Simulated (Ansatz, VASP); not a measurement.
## C in VASP and in Ansatz

```
C
1.0
     2.50537    0.00000    0.00000
    -1.25268    2.16971    0.00000
     0.00000    0.00000   24.10079
C
20
Direct
  0.33333 0.66667 0.10373
  0.00000 0.00000 0.12520
  0.00000 0.00000 0.18895
  0.66667 0.33333 0.21041
  0.66667 0.33333 0.27520
  0.00000 0.00000 0.29666
  0.00000 0.00000 0.36041
  0.33333 0.66667 0.38188
  0.33333 0.66667 0.44666
  0.00000 0.00000 0.46812
  0.00000 0.00000 0.53188
  0.66667 0.33333 0.55334
  0.66667 0.33333 0.61812
  0.00000 0.00000 0.63959
  0.00000 0.00000 0.70334
  0.33333 0.66667 0.72480
  0.33333 0.66667 0.78959
  0.00000 0.00000 0.81105
  0.00000 0.00000 0.87480
  0.66667 0.33333 0.89627
```

Alike in both runs: task single point; functional PBEsol; k mesh 12 × 12 × 1; occupations gaussian, width 0.05 eV; no spin polarisation.

|  | VASP | Ansatz |
| --- | --- | --- |
| version | VASP 6.6.1 | Ansatz 0.2.0 |
| potentials or method | VASP PAW PBE potentials, release 64 (C), cutoff 520 eV | scalar-relativistic, plane waves, PAW |
| valence electrons in the cell | 80 | 80 |

|  | VASP | Ansatz | Ansatz less VASP |
| --- | --- | --- | --- |
| gap on the k mesh at the Fermi level (eV) | none | none | - |
| rms of the force components (eV/Å) | 1.153 | 1.159 | +0.0060 |

VASP's potentials were made for PBE, not for PBEsol. Atom by atom the forces differ by 0.010 eV/Å (rms over components). A gap of «none» marks a metal or a gap that the smearing closes. With one functional, cell and mesh, what is left measures potentials, basis and numerics. Ansatz's warnings: vacuum density over bound.
